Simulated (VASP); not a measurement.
MnO2:

```xyz
3
Lattice="1.4284 0.8247 4.5839 -1.4284 0.8247 4.5839 0.0000 -1.6494 4.5839" Properties=species:S:1:pos:R:3 pbc="T T T"
Mn    0.0000    0.0000    0.0000
O     0.0000    0.0000   10.1163
O     0.0000    0.0000    3.6355
```

Base run:

| Quantity | Value |
| --- | --- |
| Program | VASP 6.6.1 |
| Functional | r2SCAN |
| Potentials or basis | VASP PAW PBE potentials, release 64 (Mn_pv, O) |
| Cutoff | 520 eV |
| k mesh | 11 × 11 × 11 |
| Occupations | fermi-dirac, width 0.05 eV |
| Spin | collinear spin, ferromagnetic start |
| Starting moments | [4.0, 0.0, 0.0] μB |

Its results: band gap on the k mesh 1.92 eV (least direct gap 2.02 eV); pressure 0.5 GPa; net moment 3.00 μB per cell; site moments Mn +2.93; O +0.01 μB; largest force 0.006 eV/Å.

The run is repeated on the same cell with these changes: functional from r2SCAN to PBEsol. What comes out?

Band gap on the k mesh 0.73 eV (least direct gap 0.80 eV); pressure -1.1 GPa; net moment 3.00 μB per cell; site moments Mn +2.84; O +0.04 μB; largest force 0.081 eV/Å.

Caveats: the PAW data sets were made with another functional, which shifts forces and pressure a little; a cell with one magnetic atom can't hold antiferromagnetic order, which such compounds often take; semilocal functionals underestimate gaps, and a narrow one can read as zero (at least some runs).

A k mesh can miss the band edges.
